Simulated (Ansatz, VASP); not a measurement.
One calculation of B, two programs

```
B
1.0
     1.65136    0.00000    0.00000
    -0.82568    1.43012    0.00000
     0.00000    0.00000    3.52636
B
1
Direct
  0.00000 0.00000 0.00000
```

Change from the starting cell: strain -0.030 along x and y, -0.030 along z, atoms carried along.

Alike in both runs: task single point; functional r2SCAN; k mesh 30 × 30 × 14; occupations gaussian, width 0.15 eV; no spin polarisation.

|  | VASP | Ansatz |
| --- | --- | --- |
| version | VASP 6.6.1 | Ansatz 0.2.0 |
| potentials or method | VASP PAW PBE potentials, release 64 (B), cutoff 520 eV | scalar-relativistic, plane waves, PAW |
| valence electrons in the cell | 3 | 3 |

Ansatz gave:

| Quantity | Value |
| --- | --- |
| gap on the k mesh at the Fermi level (eV) | none |
| pressure (GPa) | 21.6 |
| traceless stress, the component that is largest in VASP (GPa) | -20.12 |

Question: Which values does VASP return?

Answer: gap on the k mesh at the Fermi level (eV): none; pressure (GPa): 21.8; traceless stress, the component that is largest in VASP (GPa): -20.47.

VASP's potentials were made for PBE, not for r2SCAN. A gap of «none» marks a metal or a gap that the smearing closes. The functional is the same, so the differences come from potentials, cutoffs and numerics.
